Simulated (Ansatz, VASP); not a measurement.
# BN in VASP and in Ansatz

```xyz
4
Lattice="2.5008 0.0000 0.0000 -1.2504 2.1658 0.0000 0.0000 0.0000 6.8931" Properties=species:S:1:pos:R:3 pbc="T T T"
B     0.0000    1.4439    1.7233
B     1.2504    0.7219    5.1699
N     1.2504    0.7219    1.7233
N     0.0000    1.4439    5.1699
```

Alike in both runs: task single point; functional r2SCAN; k mesh 9 × 9 × 4; occupations gaussian, width 0.2 eV; no spin polarisation.

|  | VASP | Ansatz |
| --- | --- | --- |
| version | VASP 6.6.1 | Ansatz 0.2.0 |
| potentials or method | VASP PAW PBE potentials, release 64 (B, N) | plane waves |
| plane-wave cutoff (eV) | 520 | 500 |
| valence electrons in the cell | 16 | 16 |

```tsv
	VASP	Ansatz	Ansatz less VASP
gap on the k mesh at the Fermi level (eV)	5.06	5.02	-0.044
pressure (GPa)	0.4	0.0	-0.38
traceless stress, the component that is largest in VASP (GPa)	-0.68	-0.03	+0.656
```

VASP's potentials were made for PBE, not for r2SCAN.
